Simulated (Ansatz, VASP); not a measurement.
# Two plane-wave programs on Bi

Contents of INCAR:

```
SYSTEM = Bi
PREC = Accurate ; ENCUT = 520
EDIFF = 1E-7 ; ISMEAR = -1
SIGMA = 0.1 ; LREAL = .FALSE.
LASPH = .TRUE. ; NELM = 100
ALGO = Normal ; ISIF = 2
LWAVE = .FALSE. ; LCHARG = .FALSE.
GGA = RE ; NBANDS = 22
```

File KPOINTS:

```
Automatic mesh
0
G
  9 9 9
  0 0 0
```

POSCAR

```
Bi
1.0
    0.0000000000      3.5241959435      3.5241959435
    3.5241959435      0.0000000000      3.5241959435
    3.5241959435      3.5241959435      0.0000000000
Bi
2
Direct
    0.1250000000      0.1250000000      0.1250000000
    0.8750000000      0.8750000000      0.8750000000
```

Input for Ansatz:

```yaml
crystal:
  lattice:
    - [0.0, 3.5241959435, 3.5241959435]
    - [3.5241959435, 0.0, 3.5241959435]
    - [3.5241959435, 3.5241959435, 0.0]
  atoms:
    - { symbol: Bi, position: [0.125, 0.125, 0.125] }
    - { symbol: Bi, position: [0.875, 0.875, 0.875] }
hamiltonian:
  xc: revpbe
  pseudopotentials:
    kind: paw
    azcp:
      Bi: "pseudopotentials/Bi.paw.azcp"
basis:
  ecutwfc: 420
  fft_grid_basis: typed
kpoints:
  mp_grid: { grid: [9, 9, 9], shift: [0, 0, 0] }
magnetization:
  spin_polarized: false
scf:
  occupations: { method: fermi_dirac, width: 0.1 }
  lower_state_search: "off"
output:
  stress: true
  write_density: true
  write_potential: true
  elf: true
  volumetric_format: npy
```

Alike in both runs: task single point; functional revPBE; k mesh 9 × 9 × 9; occupations fermi-dirac, width 0.1 eV; no spin polarisation.

|  | VASP | Ansatz |
| --- | --- | --- |
| version | VASP 6.6.1 | Ansatz 0.2.0 |
| potentials or method | VASP PAW PBE potentials, release 64 (Bi_d), cutoff 520 eV | plane waves (420 eV) with PAW, scalar-relativistic |
| valence electrons in the cell | 30 | 30 |

```tsv
	VASP	Ansatz	Ansatz less VASP
pressure (GPa)	4.4	4.5	+0.05
```

VASP's potentials were made for PBE, not for revPBE.

Spin-orbit coupling is off throughout.
